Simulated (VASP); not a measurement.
CoH: electric field gradients with r2SCAN

Crystal: CoH.

```
CELL_PARAMETERS angstrom
0.00000 1.84296 1.84296
1.84296 0.00000 1.84296
1.84296 1.84296 0.00000
ATOMIC_POSITIONS crystal
Co 0.03000 0.03000 0.97000
H 0.47000 0.47000 0.53000
```

This cell differs from its parent crystal: shortest bond scaled by 1.12.

* Program: VASP 6.6.1
* Task: electric field gradients
* Functional: r2SCAN
* Potentials or basis: VASP PAW PBE potentials, release 64 (Co, H)
* Cutoff: 520 eV
* k mesh: 13 × 13 × 13
* Occupations: fermi-dirac, width 0.05 eV
* Spin: collinear spin, ferromagnetic start
* Starting moments: [2.0, 0.0] μB
* Dipole correction: no
* Further INCAR settings: ALGO = Normal; EDIFF = 1e-08; NBANDS = 16

| Property | Result |
| --- | --- |
| Pressure | 3.1 GPa |
| Largest force | 0.609 eV/Å |
| Net moment | 1.42 μB per cell |
| Site moments | Co +1.49; H -0.01 μB |
| Largest electric field gradient by atom | Co -13.2; H +3.1 V/Å² |
| Valence electrons inside the program's atomic spheres | Co 8.42; H 0.57 |

Forces in eV/Å, atoms in the order of the input:
```
Co   0.000  0.000 -0.609
H    0.000  0.000  0.609
```

Stress tensor (GPa, compression positive):
```
0.03 0.00 0.00
0.00 0.03 0.00
0.00 0.00 9.29
```

Levels at points of the mesh, in eV from the Fermi level:
Spin up:
| k point | band 2 | band 3 | band 4 | band 5 | band 6 | band 7 | band 8 | band 9 | band 10 | band 11 |
| --- | --- | --- | --- | --- | --- | --- | --- | --- | --- | --- |
| (0.00, 0.00, 0.00) | -3.48 | -3.48 | -3.43 | -2.22 | -2.16 | 14.81 | 21.39 | 22.12 | 22.12 | 23.00 |
Spin down:
```
           k point  band 2  band 3  band 4  band 5  band 6  band 7
(0.00, 0.00, 0.00)   -1.16   -1.16   -1.09   -0.70   -0.59   14.95
```

Electric field gradients, principal values (V/Å²):
```
atom   least  middle  greatest (by size)
1 Co   6.589   6.593             -13.182
 2 H  -1.537  -1.539               3.076
```

Run time: 4.1 min on 1 thread of Intel(R) Xeon(R) 6975P-C (Granite Rapids), on a shared host, peak memory 0.18 GiB.

Caveat: the cell differs from its parent crystal (shortest bond scaled by 1.12); the cell stands under pressure; without QUAD_EFG the Cq values of the log hold for a quadrupole moment of 1 mb, not for the nuclei; the PAW data sets were made with another functional, which shifts forces and pressure a little.
